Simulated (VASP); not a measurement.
# Zn (P6_3/mmc) in VASP: relaxation of cell and atoms with r2SCAN

Aim: the relaxation of cell and atoms of Zn with r2SCAN.

Program: VASP 6.6.1. These are calculated values, not measurements. Logs are shortened: lines on timing, memory, paths and dates and some standing lists are left out, and cuts for length are marked.

## (1) The cell of the first run

Symmetry: P6_3/mmc, No. 194, hexagonal system. Conventional cell: a = 2.665 Å, b = 2.665 Å, c = 4.947 Å, α = 90.00°, β = 90.00°, γ = 120.00°. Zn (site symmetry -6m2) has 12 Zn at 2.66 to 2.91 Å within 3.5 Å.

## (2) Relaxation of cell and atoms, r2SCAN

Input file POSCAR:

```
Zn
1.0
    2.6647980532      0.0000000000      0.0000000000
   -1.3323990266      2.3077828100      0.0000000000
    0.0000000000      0.0000000000      4.9467000000
Zn
2
Direct
    0.3333333333      0.6666666667      0.2500000000
    0.6666666667      0.3333333333      0.7500000000
```

Input file INCAR.step1:

```
SYSTEM = Zn
PREC = Accurate
ENCUT = 600
ISMEAR = 0
SIGMA = 0.1
LREAL = .False.
LASPH = .True.
NELM = 80
GGA = PE
ALGO = Normal
EDIFF = 1E-4
LWAVE = .True.
LCHARG = .False.
```

Input file INCAR.step2:

```
SYSTEM = Zn
PREC = Accurate
ENCUT = 600
EDIFF = 1E-6
ISMEAR = 0
SIGMA = 0.1
LREAL = .False.
LASPH = .True.
NELM = 80
ALGO = Normal
ISIF = 3
LWAVE = .False.
LCHARG = .False.
METAGGA = R2SCAN
LMIXTAU = .True.
IBRION = 2
NSW = 100
EDIFFG = -0.005
ISTART = 1
```

Input file KPOINTS:

```
Automatic mesh
0
Gamma
  18 18 8
  0 0 0
```

Potentials or basis: VASP PAW PBE potentials, release 64 (Zn).

Started as:

```bash
cat potpaw_PBE.64/Zn/POTCAR > POTCAR
cp INCAR.step1 INCAR
mpirun -np 1 vasp_std > vasp.out
cp INCAR.step2 INCAR
mpirun -np 1 vasp_std > vasp.out
```

OUTCAR:

```text
SYSTEM = Zn
   PREC = Accurate
   ENCUT = 600
   EDIFF = 1E-6
   ISMEAR = 0
   LREAL = .False.
   LASPH = .True.
   NELM = 80
   ISIF = 3
   METAGGA = R2SCAN
   IBRION = 2
   NSW = 100
   EDIFFG = -0.005
   ISTART = 1

 ion  position               nearest neighbor table
   1  0.333  0.667  0.250-   2 2.91   2 2.91   2 2.91   2 2.91   2 2.91   2 2.91
   2  0.667  0.333  0.750-   1 2.91   1 2.91   1 2.91   1 2.91   1 2.91   1 2.91

  LATTYP: Found a hexagonal cell.
 ALAT       =     2.6647980532
 C/A-ratio  =     1.8563132745

  Lattice vectors:

 A1 = (   2.6647980532,   0.0000000000,   0.0000000000)
 A2 = (  -1.3323990266,   2.3077828100,   0.0000000000)
 A3 = (   0.0000000000,   0.0000000000,   4.9467000000)

Analysis of symmetry for initial positions (statically):
=====================================================================
 Subroutine PRICEL returns:
 Original cell was already a primitive cell.

 Routine SETGRP: Setting up the symmetry group for a
 hexagonal supercell.

 Subroutine GETGRP returns: Found 24 space group operations
 (whereof 12 operations were pure point group operations)
 out of a pool of 24 trial point group operations.

The static configuration has the point symmetry D_3d.
 The point group associated with its full space group is D_6h.

Analysis of symmetry for dynamics (positions and initial velocities):
=====================================================================
 Subroutine PRICEL returns:
 Original cell was already a primitive cell.

 Routine SETGRP: Setting up the symmetry group for a
 hexagonal supercell.

 Subroutine GETGRP returns: Found 24 space group operations
 (whereof 12 operations were pure point group operations)
 out of a pool of 24 trial point group operations.

The dynamic configuration has the point symmetry D_3d.
 The point group associated with its full space group is D_6h.

 Subroutine INISYM returns: Found 24 space group operations
 (whereof 12 operations are pure point group operations),
 and found     1 'primitive' translations

----------------------------------------------------------------------------------------

                                     Primitive cell

  volume of cell :      30.4211

[... 95 lines left out ...]
   ISYM   =      2    0-nonsym 1-usesym 2-fastsym
   POTIM  = 0.5000    time-step for ionic-motion
   TEBEG  =    0.0;   TEEND  =   0.0 temperature during run
   PSTRESS=    0.0 pullay stress
   NELECT =      24.0000    total number of electrons
   NUPDOWN=      -1.0000    fix difference up-down
   EMIN   =  10.00;   EMAX   =-10.00  energy-range for DOS
   EFERMI =   0.00;   METHOD = LEGACY
   ISMEAR =     0;   SIGMA  =   0.10  broadening in eV -4-tet -1-fermi 0-gaus
   EFERMI_NEDOS =   21; number of points for ismear=-14 and -15
   IALGO  =     38    algorithm
   IMIX   =      4    mixing-type and parameters
     AMIX     =   0.40;   BMIX     =  1.00
     AMIX_MAG =   1.60;   BMIX_MAG =  1.00
  volume/ion in A,a.u.               =      15.21       102.65
  Fermi-wavevector in a.u.,A,eV,Ry     =   1.512703  2.858594 31.133805  2.288270
  Thomas-Fermi vector in A             =   2.622592
   LORBIT       =      0    0 simple, 1 ext, 2 COOP (PROOUT), +10 PAW based schemes
   METAGGA = R2SCAN    functional components
   LHFCALC =     F    Hartree Fock is set to
   AEXX    =    0.0000 exact exchange contribution
   IVDW    =     0    specifies the selected vdW correction
   LEPSILON=     F    determine dielectric tensor
   LRPA    =     F    only Hartree local field effects (RPA)
 conjugate gradient relaxation of ions
 non-spin polarized calculation
 Gauss-broadening in eV      SIGMA  =   0.10
  energy-cutoff  :      600.00
  volume of cell :       30.42
 maximum number of plane-waves:      1051
 NGX is ok and might be reduce to    24
   NGX = 11   NGY = 11   NGZ = 19

--------------------------------------- Ionic step        1  -------------------------------------------

 number of electron      24.0000001 magnetization

 Free energy of the ion-electron system (eV)
  ---------------------------------------------------
  ext. energy  EPLUGINS =         0.00000000
  ---------------------------------------------------
  free energy    TOTEN  =       -17.78000543 eV

  energy without entropy =      -17.77754444  energy(sigma->0) =      -17.77877493

------------------------ aborting loop because EDIFF is reached ----------------------------------------

  FORCE on cell =-STRESS in cart. coord.  units (eV):
  Direction    XX          YY          ZZ          XY          YZ          ZX
  --------------------------------------------------------------------------------------
  -------------------------------------------------------------------------------------
  Total       -0.9514808     -0.9514808     -0.4861741      0.0000000     -0.0000000      0.0000000
  in kB      -50.1113135    -50.1113135    -25.6051680      0.0000000     -0.0000000      0.0000000
  external PRESSURE =     -41.9425984 kB  Pullay stress =       0.0000000 kB
[... 239 lines left out ...]
--------------------------------------- Ionic step        8  -------------------------------------------

 number of electron      24.0000030 magnetization

 Free energy of the ion-electron system (eV)
  ---------------------------------------------------
  ext. energy  EPLUGINS =         0.00000000
  ---------------------------------------------------
  free energy    TOTEN  =       -17.80554748 eV

  energy without entropy =      -17.80337020  energy(sigma->0) =      -17.80445884

 E-fermi :   3.3253     XC(G=0): -12.8653

 val. band max:        3.3248873702   @ k =   0.2778   0.1667   0.0000
 cond. band min:       3.3508702067   @ k =   0.3333   0.1111   0.0000
 fundamental gap:      0.0259828365
 Fermi energy:         3.3253130784

 k-point     1 :       0.0000    0.0000    0.0000
  band No.  band energies     occupation
      1      -7.9390      2.00000
      2      -5.9795      2.00000
      3      -5.1448      2.00000
      4      -4.8455      2.00000
      5      -4.8454      2.00000
      6      -4.7983      2.00000
[... 433 lines left out ...]
      3      -5.3469      2.00000
      4      -4.8796      2.00000
      5      -4.6823      2.00000
      6      -4.6777      2.00000
[... 8 lines left out ...]
     15       9.1803      0.00000
     16      10.5918      0.00000

 [... further k-points ...]

------------------------ aborting loop because EDIFF is reached ----------------------------------------

  FORCE on cell =-STRESS in cart. coord.  units (eV):
  Direction    XX          YY          ZZ          XY          YZ          ZX
  --------------------------------------------------------------------------------------
  -------------------------------------------------------------------------------------
  Total       -0.0015722     -0.0015722      0.0088412      0.0000000      0.0000000      0.0000000
  in kB       -0.0863285     -0.0863285      0.4854762      0.0000000      0.0000000      0.0000000
  external PRESSURE =       0.1042731 kB  Pullay stress =       0.0000000 kB
[... 17 lines left out ...]
  FREE ENERGIE OF THE ION-ELECTRON SYSTEM (eV)
  ---------------------------------------------------
  free  energy   TOTEN  =       -17.8055474814 eV

  energy  without entropy=      -17.8033701976  energy(sigma->0) =      -17.80445884

 reached required accuracy - stopping structural energy minimisation
```

OSZICAR.step1:

```text
N       E                     dE             d eps       ncg     rms          rms(c)
DAV:   1     0.102151485199E+03    0.10215E+03   -0.14017E+04  6024   0.260E+03
DAV:   2     0.453865308307E+00   -0.10170E+03   -0.10014E+03  6040   0.318E+02
DAV:   3    -0.241605376747E+01   -0.28699E+01   -0.28651E+01  7408   0.651E+01
DAV:   4    -0.242472684220E+01   -0.86731E-02   -0.86659E-02  6920   0.358E+00
DAV:   5    -0.242473972595E+01   -0.12884E-04   -0.12884E-04  6112   0.117E-01    0.396E+00
DAV:   6    -0.222845529952E+01    0.19628E+00   -0.98128E-01  6088   0.221E+01    0.299E+00
DAV:   7    -0.221977852934E+01    0.86768E-02   -0.29718E-02  7544   0.323E+00    0.155E+00
DAV:   8    -0.221545102147E+01    0.43275E-02   -0.18708E-03  7856   0.733E-01    0.473E-02
DAV:   9    -0.221545667881E+01   -0.56573E-05   -0.24304E-04  5104   0.252E-01
   1 F= -.22154567E+01 E0= -.22141867E+01  d E =-.253987E-02
```

Wall time 54 min (1 thread of Intel Xeon 8259CL, shared host); peak memory 0.22 GiB.

What came out:

```yaml
Free_energy: -17.8055 eV
Relaxed_volume: 14.59 Å³/atom
Relaxed_cell: a = 2.599 Å, b = 2.599 Å, c = 4.988 Å, α = 90.00°, β = 90.00°, γ = 120.00°
Space_group_after_relaxing_to_0.1_Å: P6_3/mmc (No. 194)
Energy_gained_by_relaxing: 12.8 meV/atom
Ionic_steps: 8
Pressure_after_relaxing: 0.0 GPa
Band_gap_on_the_k_mesh: zero (bands 12 and 13 overlap by 5.29 eV)
```

Step by step:
| step | energy change (eV) | largest force (eV/Å) | pressure (GPa) | volume (Å³) |
| --- | --- | --- | --- | --- |
| 1 | 0.0000 | 0.0000 | -4.19 | 30.42 |
| 2 | -0.0246 | 0.0000 | 0.70 | 28.70 |
| 3 | -0.0248 | 0.0000 | 0.13 | 28.86 |
| 4 | -0.0248 | 0.0000 | -0.01 | 28.89 |
| 5 | -0.0249 | 0.0000 | -0.06 | 28.91 |
| 6 | -0.0252 | 0.0000 | 0.09 | 28.96 |
| 7 | -0.0255 | 0.0000 | 0.26 | 29.07 |
| 8 | -0.0255 | 0.0000 | 0.01 | 29.18 |

Final structure:
```cif
data_structure
_symmetry_space_group_name_H-M 'P 1'
_symmetry_Int_Tables_number 1
_cell_length_a 2.5989
_cell_length_b 2.5989
_cell_length_c 4.9882
_cell_angle_alpha 90.000
_cell_angle_beta 90.000
_cell_angle_gamma 120.000
_cell_volume 29.18
loop_
_atom_site_label
_atom_site_type_symbol
_atom_site_fract_x
_atom_site_fract_y
_atom_site_fract_z
_atom_site_occupancy
Zn1 Zn 0.33333 0.66667 0.25000 1
Zn2 Zn 0.66667 0.33333 0.75000 1
```

Caveat: the PAW data sets were made with another functional, which shifts forces and pressure a little.

The gap in the log of VASP goes by the Fermi energy; the results here count the filled bands.